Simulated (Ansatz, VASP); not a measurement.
Two plane-wave programs on LiCl

```
Li Cl
1.0
     0.00000    2.56476    2.56476
     2.56476    0.00000    2.56476
     2.56476    2.56476    0.00000
Li Cl
1 1
Direct
  0.00000 0.00000 0.00000
  0.50000 0.50000 0.50000
```

Alike in both runs: task single point; functional r2SCAN; k mesh 12 × 12 × 12; occupations gaussian, width 0.05 eV; no spin polarisation.

```csv
,VASP,Ansatz
version,VASP 6.6.1,Ansatz 0.2.0
potentials or method,"VASP PAW PBE potentials, release 64 (Li_sv, Cl), cutoff 520 eV","scalar-relativistic, plane waves, PAW"
valence electrons in the cell,10,10
```

|  | VASP | Ansatz | Ansatz less VASP |
| --- | --- | --- | --- |
| gap on the k mesh at the Fermi level (eV) | 7.30 | 7.23 | -0.068 |
| least direct gap on the mesh (eV) | 7.30 | 7.23 | -0.068 |

VASP's potentials were made for PBE, not for r2SCAN. The functional is the same, so the differences come from potentials, cutoffs and numerics.

Noted on VASP's run: the cutoff is short for stress, so the pressure is rough.
